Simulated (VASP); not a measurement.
A run of VASP 6.6.1:

File INCAR:

```
SYSTEM = O
PREC = Accurate
ENCUT = 520
EDIFF = 1E-7
ISMEAR = 0
SIGMA = 0.1
LREAL = .FALSE.
LASPH = .TRUE.
NELM = 150
ALGO = Normal
ISIF = 2
LWAVE = .FALSE.
LCHARG = .FALSE.
ISPIN = 2
MAGMOM = 0.58 0.58
LORBIT = 11
GGA = PE
IVDW = 12
NBANDS = 17
```

File KPOINTS:

```
Automatic mesh
0
G
  9 9 9
  0 0 0
```

POSCAR

```
O
1.0
    1.7113705204      0.9880602306      3.8741198019
   -1.7113705204      0.9880602306      3.8741198019
    0.0000000000     -1.9761204613      3.8741198019
O
2
Direct
    0.0524221950      0.0524221950      0.0524221950
    0.9475778050      0.9475778050      0.9475778050
```

Potentials or basis: VASP PAW PBE potentials, release 64 (O).

Launch:

```console
$ cat potpaw_PBE.64/O/POTCAR > POTCAR
$ mpirun -np 1 vasp_std > vasp.out
```

Hardware: 1 thread of Intel(R) Xeon(R) 6975P-C (Granite Rapids) (shared host).

Problem. How long does it take, and how much memory?

Solution. Wall time 38 s on 1 thread of Intel(R) Xeon(R) 6975P-C (Granite Rapids) (shared host), peak memory 0.24 GiB. Counts: scf iterations 15, k points 85.
